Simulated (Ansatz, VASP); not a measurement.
**CdC2 in VASP and in Ansatz**

```
CELL_PARAMETERS angstrom
-1.78333 1.78333 2.95219
1.78333 -1.78333 2.95219
1.78333 1.78333 -2.95219
ATOMIC_POSITIONS crystal
Cd 0.00000 0.00000 0.00000
C 0.59789 0.59789 0.00000
C 0.40211 0.40211 0.00000
```

Alike in both runs: task relaxation of cell and atoms; functional LDA; k mesh 8 × 8 × 8; occupations gaussian, width 0.1 eV; no spin polarisation.

|  | VASP | Ansatz |
| --- | --- | --- |
| version | VASP 6.6.1 | Ansatz 0.2.0 |
| potentials or method | VASP PAW LDA potentials, release 64 (Cd_sv_GW, C), cutoff 600 eV | scalar-relativistic, plane waves, PAW |
| valence electrons in the cell | 28 | 28 |

|  | VASP | Ansatz | Ansatz less VASP |
| --- | --- | --- | --- |
| gap on the k mesh at the Fermi level, each at its own relaxed structure (eV) | 3.20 | 3.25 | +0.044 |
| relaxed volume (Å³/atom) | 14.49 | 15.01 | +0.514 |
| relaxed cell length with the largest relative difference (Å) | 3.920 | 3.951 | +0.0317 |

LDA's correlation is that of Perdew and Zunger in VASP and of Perdew and Wang (1992) in Ansatz.

Noted on VASP's run: the volume moved by over 15 % at a fixed basis, so the end points are rough.
